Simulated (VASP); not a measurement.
Write the native input for VASP 6.6.1 that does the following.

```
Task                   : single point
Functional             : PBE
Potentials or basis    : VASP PAW PBE potentials, release 64 (Pb_d)
Cutoff                 : 520 eV
k mesh                 : 9 × 9 × 9
Occupations            : gaussian, width 0.026 eV
Spin                   : no spin polarisation
Dipole correction      : no
Further INCAR settings : ALGO = Normal; EDIFF = 1e-06; NBANDS = 13
```

The structure of Pb lies in POSCAR:

```
Pb
1.0
    0.0000000000      2.4750200000      2.4750200000
    2.4750200000      0.0000000000      2.4750200000
    2.4750200000      2.4750200000      0.0000000000
Pb
1
Direct
    0.0000000000      0.0000000000      0.0000000000
```

These files were run (other wordings do the same):

INCAR

```
ALGO     = Normal         # electronic algorithm
EDIFF    = 1E-6           # SCF threshold, eV
ENCUT    = 520            # plane-wave cutoff, eV
GGA      = PE             # functional
ISIF     = 2              # what is computed and relaxed
ISMEAR   = 0              # smearing method
LASPH    = True           # aspherical terms in the spheres
LCHARG   = False          # write CHGCAR
LREAL    = False          # projectors in reciprocal space
LWAVE    = False          # write WAVECAR
NBANDS   = 13             # bands
NELM     = 100            # most SCF steps
PREC     = Accurate       # precision mode
SIGMA    = 0.026000000000000002 # smearing width, eV
```

KPOINTS

```
k-points
0
Gamma
  9 9 9
```

Potentials or basis: VASP PAW PBE potentials, release 64 (Pb_d).

The run is started by

```console
$ cat potpaw_PBE.64/Pb_d/POTCAR > POTCAR
$ mpirun -np 1 vasp_std > vasp.out
```

Results of the run:

| Property | Result |
| --- | --- |
| Pressure | 2.2 GPa |
| Band gap on the k mesh | zero (band 7 reaches 14.70 eV, above the bottom of band 8 at 5.74 eV) |

Caveat: spin-orbit coupling is left out, which moves the levels of the heavy elements.

Run time: 7.6 s on 1 thread of AMD EPYC 9R45 96-Core Processor (Zen 5), with other jobs on the host, peak memory 0.13 GiB.
